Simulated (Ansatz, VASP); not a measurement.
## Two plane-wave programs on Ga3N2

```
Ga N
1.0
     1.61609    0.93305    7.49138
    -1.61609    0.93305    7.49138
     0.00000   -1.86610    7.49138
Ga N
3 2
Direct
  0.00000 0.00000 0.00000
  0.20950 0.20950 0.20950
  0.79050 0.79050 0.79050
  0.40000 0.40000 0.40000
  0.60000 0.60000 0.60000
```

Alike in both runs: task single point; functional PBE; k mesh 6 × 6 × 6; occupations gaussian, width 0.1 eV; no spin polarisation.

|  | VASP | Ansatz |
| --- | --- | --- |
| version | VASP 6.6.1 | Ansatz 0.2.0 |
| potentials or method | VASP PAW PBE potentials, release 64 (Ga_d, N), cutoff 520 eV | scalar-relativistic, plane waves, PAW |
| valence electrons in the cell | 49 | 49 |

|  | VASP | Ansatz | Ansatz less VASP |
| --- | --- | --- | --- |
| gap on the k mesh at the Fermi level (eV) | none | none | - |
| pressure (GPa) | -15.8 | -16.0 | -0.20 |
| traceless stress, the component that is largest in VASP (GPa) | -7.86 | -7.89 | -0.028 |
| rms of the force components (eV/Å) | 0.880 | 0.885 | +0.0044 |

Atom by atom the forces differ by 0.006 eV/Å (rms over components). A gap of «none» marks a metal or a gap that the smearing closes. With one functional, cell and mesh, what is left measures potentials, basis and numerics.

The k mesh is coarse, so the values compare programs but aren't converged.
